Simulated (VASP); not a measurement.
Write the native input for VASP 6.6.1 that does the following.

| Item | Value |
| --- | --- |
| Task | single point |
| Functional | PBEsol |
| Potentials or basis | VASP PAW PBE potentials, release 64 (Cu, O) |
| Cutoff | 520 eV |
| k mesh | 16 × 16 × 8 |
| Occupations | gaussian, width 0.1 eV |
| Spin | no spin polarisation |
| Dipole correction | no |
| Further INCAR settings | ALGO = Normal; EDIFF = 1e-06; NBANDS = 25 |

The structure of CuO lies in POSCAR:

```
CuO
1.0
    2.1313880473     -2.1369579944      0.1665743699
    2.1313880473      2.1369579944      0.1665743699
   -0.4002550419      0.0000000000      5.1189051617
Cu O
2 2
Direct
    0.0000000000      0.5000000000      0.0000000000
    0.5000000000      0.0000000000      0.5000000000
    0.5000069151      0.4999930849      0.2500000000
    0.4999930849      0.5000069151      0.7500000000
```

This cell differs from its parent crystal: volume scaled by 1.10, then relaxed in part.

The input as run:

INCAR

```
PREC = Accurate
ENCUT = 520
EDIFF = 1E-6
ISMEAR = 0
SIGMA = 0.1
LREAL = False
LASPH = True
NELM = 80
ALGO = Normal
ISIF = 2
LWAVE = False
LCHARG = False
GGA = PS
NBANDS = 25
```

KPOINTS

```
regular mesh
0
Gamma
  16 16 8
```

Potentials or basis: VASP PAW PBE potentials, release 64 (Cu, O).

Run with:

```console
$ cat potpaw_PBE.64/Cu/POTCAR potpaw_PBE.64/O/POTCAR > POTCAR
$ mpirun -np 1 vasp_std > vasp.out
```

It gave:

```yaml
Pressure: -11.6 GPa
Band_gap_on_the_k_mesh: zero (band 17 reaches 4.73 eV, above the bottom of band 18 at 3.49 eV)
```

Caveat: the PAW data sets were made with another functional, which shifts forces and pressure a little; semilocal functionals often make such compounds metallic where correlation or magnetic order opens a gap, which also shifts bond lengths.

Wall time 4.5 min on 1 thread of Intel(R) Xeon(R) 6975P-C (Granite Rapids) (shared host), peak memory 0.58 GiB.
